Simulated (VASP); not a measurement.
# CoSi (rocksalt type) (Fm-3m) in VASP: a series of runs

CoSi (rocksalt type) is run at these levels: PBE; tasks: single point.

Everything below comes from runs of VASP 6.6.1. Logs are shortened: lines on timing, memory, paths and dates and some standing lists are left out, and cuts for length are marked.

## (1) The cell of the first run

Symmetry: Fm-3m, No. 225, cubic system. Conventional cell: a = 4.569 Å, b = 4.569 Å, c = 4.569 Å, α = 90.00°, β = 90.00°, γ = 90.00°. Within 3.0 Å of Co (site symmetry m-3m) lie 6 Si at 2.28 Å. Within 3.0 Å of Si (site symmetry m-3m) lie 6 Co at 2.28 Å.

## (2) Single point, PBE (volume scaled by 0.94)

INCAR reads:

```
SYSTEM = CoSi
PREC = Accurate
ENCUT = 520
EDIFF = 1E-6
ISMEAR = -1
SIGMA = 0.1
LREAL = .FALSE.
LASPH = .TRUE.
NELM = 100
ALGO = Normal
ISIF = 2
LWAVE = .FALSE.
LCHARG = .FALSE.
GGA = PE
NBANDS = 14
```

KPOINTS reads:

```
regular mesh
0
G
  16 16 16
  0 0 0
```

POSCAR reads:

```
CoSi
1.0
    0.0000000000      2.2847025792      2.2847025792
    2.2847025792      0.0000000000      2.2847025792
    2.2847025792      2.2847025792      0.0000000000
Co Si
1 1
Direct
    0.0000000000      0.0000000000      0.0000000000
    0.5000000000      0.5000000000      0.5000000000
```

Potentials or basis: VASP PAW PBE potentials, release 64 (Co, Si).

Run with:

```sh
cat potpaw_PBE.64/Co/POTCAR potpaw_PBE.64/Si/POTCAR > POTCAR
mpirun -np 1 vasp_std > vasp.out
```

OUTCAR:

```text
SYSTEM = CoSi
   PREC = Accurate
   ENCUT = 520
   EDIFF = 1E-6
   ISMEAR = -1
   LREAL = .FALSE.
   LASPH = .TRUE.
   NELM = 100
   ISIF = 2
   GGA = PE

 ion  position               nearest neighbor table
   1  0.000  0.000  0.000-   2 2.28   2 2.28   2 2.28   2 2.28   2 2.28   2 2.28
   2  0.500  0.500  0.500-   1 2.28   1 2.28   1 2.28   1 2.28   1 2.28   1 2.28

  LATTYP: Found a face centered cubic cell.
 ALAT       =     4.5694051584

  Lattice vectors:

 A1 = (   0.0000000000,   2.2847025792,   2.2847025792)
 A2 = (   2.2847025792,   0.0000000000,   2.2847025792)
 A3 = (   2.2847025792,   2.2847025792,   0.0000000000)

Analysis of symmetry for initial positions (statically):
=====================================================================
 Subroutine PRICEL returns:
 Original cell was already a primitive cell.

 Routine SETGRP: Setting up the symmetry group for a
 face centered cubic supercell.

 Subroutine GETGRP returns: Found 48 space group operations
 (whereof 48 operations were pure point group operations)
 out of a pool of 48 trial point group operations.

The static configuration has the point symmetry O_h .

Analysis of symmetry for dynamics (positions and initial velocities):
=====================================================================
 Subroutine PRICEL returns:
 Original cell was already a primitive cell.

 Routine SETGRP: Setting up the symmetry group for a
 face centered cubic supercell.

 Subroutine GETGRP returns: Found 48 space group operations
 (whereof 48 operations were pure point group operations)
 out of a pool of 48 trial point group operations.

The dynamic configuration has the point symmetry O_h .

 Subroutine INISYM returns: Found 48 space group operations
 (whereof 48 operations are pure point group operations),
 and found     1 'primitive' translations

----------------------------------------------------------------------------------------

                                     Primitive cell

  volume of cell :      23.8517

  direct lattice vectors                    reciprocal lattice vectors
     0.000000000  2.284702579  2.284702579    -0.218846866  0.218846866  0.218846866
     2.284702579  0.000000000  2.284702579     0.218846866 -0.218846866  0.218846866
     2.284702579  2.284702579  0.000000000     0.218846866  0.218846866 -0.218846866

  length of vectors
     3.231057373  3.231057373  3.231057373     0.379053892  0.379053892  0.379053892

  position of ions in fractional coordinates (direct lattice)
     0.000000000  0.000000000  0.000000000
     0.500000000  0.500000000  0.500000000

  ion indices of the primitive-cell ions
   primitive index   ion index
                 1           1
                 2           2

----------------------------------------------------------------------------------------

 KPOINTS: regular mesh

Automatic generation of k-mesh.
 Grid dimensions read from file:
 generate k-points for:   16   16   16

 Generating k-lattice:

  Cartesian coordinates                     Fractional coordinates (reciprocal lattice)
    -0.013677929  0.013677929  0.013677929     0.062500000  0.000000000  0.000000000
     0.013677929 -0.013677929  0.013677929     0.000000000  0.062500000  0.000000000
     0.013677929  0.013677929 -0.013677929     0.000000000  0.000000000  0.062500000

  Length of vectors
     0.023690868  0.023690868  0.023690868

  Shift w.r.t. Gamma in fractional coordinates (k-lattice)
     0.000000000  0.000000000  0.000000000

 Subroutine IBZKPT returns following result:
 ===========================================

 Found    145 irreducible k-points:

 Following reciprocal coordinates:
            Coordinates               Weight
  0.000000  0.000000  0.000000      1.000000
  0.062500  0.000000  0.000000      8.000000
  0.125000  0.000000  0.000000      8.000000
  0.187500  0.000000  0.000000      8.000000
  0.250000  0.000000  0.000000      8.000000
  0.312500  0.000000  0.000000      8.000000
[... 16 lines left out ...]
 -0.125000  0.062500  0.000000     24.000000
 -0.062500  0.062500  0.000000     12.000000
 [... further k-points ...]
   k-points           NKPTS =    145   k-points in BZ     NKDIM =    145   number of bands    NBANDS=     14
   number of dos      NEDOS =    301   number of ions     NIONS =      2
   total plane-waves  NPLWV =  13824
   dimension x,y,z NGX =    24 NGY =   24 NGZ =   24
   dimension x,y,z NGXF=    48 NGYF=   48 NGZF=   48
   ions per type =               1   1
   NGX,Y,Z   is equivalent  to a cutoff of  12.35, 12.35, 12.35 a.u.
   NGXF,Y,Z  is equivalent  to a cutoff of  24.70, 24.70, 24.70 a.u.
 SYSTEM =  CoSi
   PREC   = accura    normal or accurate (medium, high low for compatibility)
   ISTART =      0    job   : 0-new  1-cont  2-samecut
   ICHARG =      2    charge: 1-file 2-atom 10-const
   ISPIN  =      1    spin polarized calculation?
   LNONCOLLINEAR =      F non collinear calculations
   LSORBIT =      F    spin-orbit coupling
   LASPH  =      T    aspherical Exc in radial PAW
   ENCUT  =  520.0 eV  38.22 Ry    6.18 a.u.   6.01  6.01  6.01*2*pi/ulx,y,z
   NELM   =    100;   NELMIN=  2; NELMDL= -5     # of ELM steps
   EDIFF  = 0.1E-05   stopping-criterion for ELM
   LREAL  =      F    real-space projection
   EDIFFG = 0.1E-04   stopping-criterion for IOM
   NSW    =      0    number of steps for IOM
   IBRION =     -1    ionic relax: 0-MD 1-quasi-New 2-CG
   NFREE  =      0    steps in history (QN), initial steepest desc. (CG)
   ISIF   =      2    stress and relaxation
   ISYM   =      2    0-nonsym 1-usesym 2-fastsym
   POTIM  = 0.5000    time-step for ionic-motion
   TEBEG  =    0.0;   TEEND  =   0.0 temperature during run
   PSTRESS=    0.0 pullay stress
   NELECT =      13.0000    total number of electrons
   NUPDOWN=      -1.0000    fix difference up-down
   EMIN   =  10.00;   EMAX   =-10.00  energy-range for DOS
   EFERMI =   0.00;   METHOD = LEGACY
   ISMEAR =    -1;   SIGMA  =   0.10  broadening in eV -4-tet -1-fermi 0-gaus
   EFERMI_NEDOS =   21; number of points for ismear=-14 and -15
   IALGO  =     38    algorithm
   IMIX   =      4    mixing-type and parameters
     AMIX     =   0.40;   BMIX     =  1.00
     AMIX_MAG =   1.60;   BMIX_MAG =  1.00
  volume/ion in A,a.u.               =      11.93        80.48
  Fermi-wavevector in a.u.,A,eV,Ry     =   1.337261  2.527057 24.330860  1.788268
  Thomas-Fermi vector in A             =   2.465824
   LORBIT       =      0    0 simple, 1 ext, 2 COOP (PROOUT), +10 PAW based schemes
   GGA     = PE    functional components
[... 5 lines left out ...]
 non-spin polarized calculation
  energy-cutoff  :      520.00
  volume of cell :       23.85
 maximum number of plane-waves:       660
   NGX = 13   NGY = 13   NGZ = 13

 number of electron      13.0000001 magnetization

 Free energy of the ion-electron system (eV)
  ---------------------------------------------------
  ext. energy  EPLUGINS =         0.00000000
  ---------------------------------------------------
  free energy    TOTEN  =       -12.25627953 eV

  energy without entropy =      -12.20965736  energy(sigma->0) =      -12.23296845

 E-fermi :  10.6917     XC(G=0): -12.3286

 val. band max:       10.6877861993   @ k =   0.4375   0.1875   0.0000
 cond. band min:      10.7145976109   @ k =  -0.4375   0.5000   0.0625
 fundamental gap:      0.0268114116
 Fermi energy:        10.6916622757

 k-point     1 :       0.0000    0.0000    0.0000
  band No.  band energies     occupation
      1      -1.9725      2.00000
      2       8.5599      2.00000
      3       8.5599      2.00000
      4       8.5599      2.00000
      5       8.6744      2.00000
      6       8.6744      2.00000
      7      15.3663      0.00000
      8      15.3663      0.00000
      9      15.3663      0.00000
     10      21.6987      0.00000
     11      21.6987      0.00000
     12      21.6987      0.00000
     13      22.7597      0.00000
     14      25.6599      0.00000

 k-point     2 :       0.0625    0.0000    0.0000
  band No.  band energies     occupation
      1      -1.8889      2.00000
      2       8.4960      2.00000
      3       8.5622      2.00000
      4       8.5622      2.00000
      5       8.6535      2.00000
      6       8.6535      2.00000
      7      14.9890      0.00000
      8      15.4283      0.00000
      9      15.4283      0.00000
     10      21.0909      0.00000
     11      21.7506      0.00000
     12      21.7506      0.00000
     13      23.6275      0.00000
     14      25.4679      0.00000

 k-point     3 :       0.1250    0.0000    0.0000
  band No.  band energies     occupation
      1      -1.6394      2.00000
      2       8.2940      2.00000
      3       8.4436      2.00000
      4       8.4436      2.00000
      5       8.7276      2.00000
      6       8.7276      2.00000
      7      14.0592      0.00000
      8      15.5990      0.00000
      9      15.5990      0.00000
     10      20.3674      0.00000
     11      21.8190      0.00000
     12      21.8190      0.00000
     13      24.3521      0.00000
     14      24.3522      0.00000

 k-point     4 :       0.1875    0.0000    0.0000
  band No.  band energies     occupation
      1      -1.2274      2.00000
      2       7.9203      2.00000
      3       8.2409      2.00000
      4       8.2409      2.00000
      5       8.8847      2.00000
      6       8.8847      2.00000
      7      12.9477      0.00000
      8      15.8423      0.00000
      9      15.8423      0.00000
     10      19.7227      0.00000
     11      21.5344      0.00000
     12      21.5344      0.00000
     13      23.8701      0.00000
     14      23.8701      0.00000

 k-point     5 :       0.2500    0.0000    0.0000
  band No.  band energies     occupation
      1      -0.6593      2.00000
      2       7.3213      2.00000
      3       8.0171      2.00000
      4       8.0171      2.00000
      5       9.0850      2.00000
      6       9.0850      2.00000
      7      11.9442      0.00001
      8      16.1240      0.00000
      9      16.1240      0.00000
     10      19.1286      0.00000
     11      20.7341      0.00000
[... 276 lines left out ...]
 k-point    22 :      -0.1875    0.0625    0.0000
  band No.  band energies     occupation
      1      -0.9836      2.00000
      2       7.7430      2.00000
      3       8.1176      2.00000
      4       8.1313      2.00000
      5       8.8914      2.00000
      6       9.0338      2.00000
      7      12.6474      0.00000
      8      14.9672      0.00000
      9      16.6330      0.00000
     10      19.7249      0.00000
     11      20.9719      0.00000
     12      21.2493      0.00000
     13      22.9290      0.00000
     14      24.7024      0.00000

 k-point    23 :      -0.1250    0.0625    0.0000
  band No.  band energies     occupation
      1      -1.4469      2.00000
      2       8.1773      2.00000
      3       8.3301      2.00000
      4       8.3349      2.00000
      5       8.7283      2.00000
      6       8.8544      2.00000
      7      13.7423      0.00000
      8      14.9127      0.00000
      9      16.1894      0.00000
     10      20.2346      0.00000
     11      21.5882      0.00000
     12      21.7965      0.00000
     13      22.9076      0.00000
     14      24.8441      0.00000

 k-point    24 :      -0.0625    0.0625    0.0000
  band No.  band energies     occupation
      1      -1.7502      2.00000
      2       8.4108      2.00000
      3       8.4844      2.00000
      4       8.5171      2.00000
      5       8.6241      2.00000
      6       8.7289      2.00000
      7      14.6681      0.00000
      8      15.0296      0.00000
      9      15.7712      0.00000
     10      20.6791      0.00000
     11      21.7702      0.00000
     12      21.7898      0.00000
     13      24.0464      0.00000
     14      24.4963      0.00000

 [... further k-points ...]

------------------------ aborting loop because EDIFF is reached ----------------------------------------

  FORCE on cell =-STRESS in cart. coord.  units (eV):
  Direction    XX          YY          ZZ          XY          YZ          ZX
  --------------------------------------------------------------------------------------
  -------------------------------------------------------------------------------------
  Total        1.6895358      1.6895358      1.6895358      0.0000000     -0.0000000      0.0000000
  in kB      113.4903583    113.4903583    113.4903583      0.0000000     -0.0000000      0.0000000
  external PRESSURE =     113.4903583 kB  Pullay stress =       0.0000000 kB

 VOLUME and BASIS-vectors are now :
 -----------------------------------------------------------------------------
  energy-cutoff  :      520.00
  volume of cell :       23.85
      direct lattice vectors                 reciprocal lattice vectors
     0.000000000  2.284702579  2.284702579    -0.218846866  0.218846866  0.218846866
     2.284702579  0.000000000  2.284702579     0.218846866 -0.218846866  0.218846866
     2.284702579  2.284702579  0.000000000     0.218846866  0.218846866 -0.218846866

 POSITION                                       TOTAL-FORCE (eV/Angst)
 -----------------------------------------------------------------------------------
      0.00000      0.00000      0.00000        -0.000000      0.000000      0.000000
      2.28470      2.28470      2.28470         0.000000     -0.000000     -0.000000
 -----------------------------------------------------------------------------------
    total drift:                                0.000000     -0.000000     -0.000000

  FREE ENERGIE OF THE ION-ELECTRON SYSTEM (eV)
  ---------------------------------------------------
  free  energy   TOTEN  =       -12.2562795344 eV

  energy  without entropy=      -12.2096573634  energy(sigma->0) =      -12.23296845
```

Wall time 24 s (1 thread of Intel Xeon Platinum 8259CL at 2.50GHz (Skylake/Cascade Lake), shared host); peak memory 0.17 GiB.

Results:

```yaml
Free_energy: -12.2563 eV
Pressure: 11.3 GPa
```

## (3) Single point, PBE (volume scaled by 0.94)

INCAR reads:

```
PREC = Accurate ; ENCUT = 520
EDIFF = 1E-6 ; ISMEAR = -1
SIGMA = 0.1 ; LREAL = False
LASPH = True ; NELM = 100
ALGO = Normal ; ISIF = 2
LWAVE = False ; LCHARG = False
GGA = PE ; NBANDS = 14
```

KPOINTS reads:

```
Automatic mesh
0
Gamma
  16 16 16
```

POSCAR is that of step 2.

Potentials or basis: VASP PAW PBE potentials, release 64 (Co, Si).

Run with:

```sh
cat potpaw_PBE.64/Co/POTCAR potpaw_PBE.64/Si/POTCAR > POTCAR
mpirun -np 1 vasp_std > vasp.out
```

It took 24 s on 1 thread of Intel Xeon Platinum 8259CL at 2.50GHz (Skylake/Cascade Lake), shared host; peak memory 0.18 GiB.

Results (log left out):

```yaml
Free_energy: -12.2563 eV
Pressure: 11.3 GPa
```

Levels at points of the mesh, in eV from the Fermi level:
```tsv
k point	band 2	band 3	band 4	band 5	band 6	band 7	band 8	band 9	band 10	band 11
(0.00, 0.00, 0.00)	-2.13	-2.13	-2.13	-2.02	-2.02	4.67	4.67	4.67	11.01	11.01
(0.50, 0.00, 0.00)	-7.04	-3.19	-3.19	-1.01	-1.01	-0.25	6.90	6.90	6.97	6.97
(0.50, 0.50, 0.00)	-5.30	-3.41	-1.52	-0.75	-0.75	0.04	0.04	0.27	5.30	7.15
```

(Continued in part 2 of 2.)
